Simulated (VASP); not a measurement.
Wanted: the native input for a VASP 6.6.1 run.

```
Task                   : single point
Functional             : PBE
Potentials or basis    : VASP PAW PBE potentials, release 64 (Ba_sv, Bi_d)
Cutoff                 : 520 eV
k mesh                 : 4 × 4 × 4
Occupations            : gaussian, width 0.1 eV
Spin                   : no spin polarisation
Dipole correction      : no
Further INCAR settings : ALGO = Normal; EDIFF = 1e-06; NBANDS = 20
```

The structure of BaBi lies in POSCAR:

```
BaBi
1.0
    4.3237573941      0.0000000000      0.0000000000
    0.0000000000      4.3237573941      0.0000000000
    0.0000000000      0.0000000000      4.3237573941
Ba Bi
1 1
Direct
    0.0000000000      0.0000000000      0.0000000000
    0.5000000000      0.5000000000      0.5000000000
```

One way to write it, as run:

INCAR

```
PREC     = Accurate       # precision mode
ENCUT    = 520            # plane-wave cutoff, eV
EDIFF    = 1E-6           # SCF threshold, eV
ISMEAR   = 0              # smearing method
SIGMA    = 0.1            # smearing width, eV
LREAL    = False          # projectors in reciprocal space
LASPH    = True           # aspherical terms in the spheres
NELM     = 60             # most SCF steps
ALGO     = Normal         # electronic algorithm
ISIF     = 2              # what is computed and relaxed
LWAVE    = False          # write WAVECAR
LCHARG   = False          # write CHGCAR
GGA      = PE             # functional
NBANDS   = 20             # bands
```

KPOINTS

```
Automatic mesh
0
Gamma
  4 4 4
```

Potentials or basis: VASP PAW PBE potentials, release 64 (Ba_sv, Bi_d).

Launch:

```bash
$ cat potpaw_PBE.64/Ba_sv/POTCAR potpaw_PBE.64/Bi_d/POTCAR > POTCAR
$ mpirun -np 1 vasp_std > vasp.out
```

It gave:

* Pressure: 0.4 GPa
* Band gap on the k mesh: zero (an odd number of electrons rules out a gap without spin polarisation)

Caveat: the k points lie up to 0.36 Å⁻¹ apart, too coarse for converged energies and pressures of a metal; spin-orbit coupling is left out, which moves the levels of the heavy elements.

It took 14 s on 1 thread of Oxide Virtual Turin-like Processor (shared host), peak memory 0.15 GiB.
